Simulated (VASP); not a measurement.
A run of VASP 6.6.1 is set up as follows.

Contents of INCAR:

```
SYSTEM = BeBi2Se6
PREC = Accurate
ENCUT = 520
EDIFF = 1E-7
ISMEAR = 0
SIGMA = 0.1
LREAL = .False.
LASPH = .True.
NELM = 100
ALGO = Normal
ISIF = 2
LWAVE = .False.
LCHARG = .False.
GGA = PE
NBANDS = 44
```

The input KPOINTS:

```
regular mesh
0
Gamma
  3 3 4
  0 0 0
```

The input POSCAR:

```
BeBi2Se6
1.0
    6.4550429000      0.0000000000      0.0000000000
   -3.2275214500      5.5902311300      0.0000000000
    0.0000000000      0.0000000000      5.4222360300
Be Bi Se
1 2 6
Direct
    0.0000000000      0.0000000000      0.5000000000
    0.3333333300      0.6666666700      0.7500000000
    0.6666666700      0.3333333300      0.2500000000
    0.8333333300      0.6666666700      0.7500000000
    0.3333333300      0.1666666700      0.7500000000
    0.8333333300      0.1666666700      0.7500000000
    0.1666666700      0.3333333300      0.2500000000
    0.6666666700      0.8333333300      0.2500000000
    0.1666666700      0.8333333300      0.2500000000
```

Potentials or basis: VASP PAW PBE potentials, release 64 (Be, Bi_d, Se).

Run with:

```sh
$ cat potpaw_PBE.64/Be/POTCAR potpaw_PBE.64/Bi_d/POTCAR potpaw_PBE.64/Se/POTCAR > POTCAR
$ mpirun -np 1 vasp_std > vasp.out
```

**Question.** What does it give for the largest force?

**Answer.** 0.636 eV/Å.

**Question.** Estimate the band gap on the k mesh.

**Answer.** Zero (bands 34 and 35 overlap by 0.94 eV).

**Question.** Estimate the pressure.

**Answer.** 1.6 GPa.

Forces on the atoms (eV/Å):
```
Be   0.000  0.000  0.000
Bi   0.000  0.000 -0.636
Bi   0.000  0.000  0.636
Se   0.000 -0.579 -0.128
Se   0.501  0.289 -0.128
Se  -0.501  0.289 -0.128
Se   0.000  0.579  0.128
Se  -0.501 -0.289  0.128
Se   0.501 -0.289  0.128
```

Caveat: the k points lie up to 0.37 Å⁻¹ apart, too coarse for converged energies and pressures of a metal; spin-orbit coupling is left out, which moves the levels of the heavy elements.
